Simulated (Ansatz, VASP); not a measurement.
## Hf: VASP beside Ansatz

```
CELL_PARAMETERS angstrom
3.26255 0.00000 0.00000
-1.63128 2.82545 0.00000
0.00000 0.00000 10.43851
ATOMIC_POSITIONS crystal
Hf 0.00000 0.00000 0.00000
Hf 0.00000 0.00000 0.50000
Hf 0.33333 0.66667 0.25000
Hf 0.66667 0.33333 0.75000
```

Alike in both runs: task single point; functional revPBE; k mesh 13 × 13 × 4; occupations fermi-dirac, width 0.1 eV; no spin polarisation.

|  | VASP | Ansatz |
| --- | --- | --- |
| version | VASP 6.6.1 | Ansatz 0.2.0 |
| potentials or method | VASP PAW PBE potentials, release 64 (Hf_pv), cutoff 520 eV | plane waves (420 eV) with PAW, scalar-relativistic |
| valence electrons in the cell | 40 | 104 |

```csv
,VASP,Ansatz,Ansatz less VASP
pressure (GPa),-4.2,-3.7,+0.45
"traceless stress, the component that is largest in VASP (GPa)",0.01,0.06,+0.044
```

VASP's potentials were made for PBE, not for revPBE. VASP's potentials hold 40 valence electrons a cell and Ansatz's 104, so a difference there can come from the potentials and not from the codes.

Neither program's run includes spin-orbit coupling.
